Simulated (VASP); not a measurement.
Runs of VASP 6.6.1 on Li. The structure is that of space group P6_3/mmc (No. 194), or close to it. The cells are those of the table. 

| task | cell | k mesh | cutoff (eV) | smearing | gap on the mesh (eV) | pressure (GPa) | relaxed volume (Å³/atom) |
| --- | --- | --- | --- | --- | --- | --- | --- |
| single point | a = 2.953, b = 2.953, c = 4.844 Å, angles 90.0, 90.0, 120.0°, 2 atoms | 15 × 15 × 8 | 520 | gaussian 0.1 eV | none | - | - |
| relaxation of cell and atoms | relaxed from a = 2.953, b = 2.953, c = 4.844 Å, angles 90.0, 90.0, 120.0°, 2 atoms | 18 × 18 × 10 | 600 | gaussian 0.1 eV | none | 0.0 | (a) |
| relaxation of cell and atoms | relaxed from a = 3.111, b = 3.111, c = 5.093 Å, angles 90.0, 90.0, 120.0°, 2 atoms | 15 × 15 × 8 | 600 | gaussian 0.1 eV | none | 0.0 | 18.02 |
| single point | a = 2.953, b = 2.953, c = 4.844 Å, angles 90.0, 90.0, 120.0°, 2 atoms | 18 × 18 × 10 | 520 | gaussian 0.1 eV | none | - | - |
| single point | a = 2.953, b = 2.953, c = 4.844 Å, angles 90.0, 90.0, 120.0°, 2 atoms | 24 × 24 × 12 | 520 | gaussian 0.15 eV | none | - | - |

Alike in all rows: level PBE+D3(BJ); potentials or basis VASP PAW PBE potentials, release 64 (Li_sv); no spin polarisation.

Task: Fill in the values left out.

Result: (a) 18.12.

Caveats: the cutoff is under 1.25 times the usual one of these potentials, so pressure, stress and relaxed cells hold a basis-set (Pulay) error; pairwise dispersion overbinds metals, which lowers pressure and volume; the volume moved by over 15 % at a fixed basis, so the end points are rough (some runs); the volume moved by -16 % from the deposited cell, more than functionals usually miss (some runs).

A gap of «none» marks levels without a gap at the run's occupations.
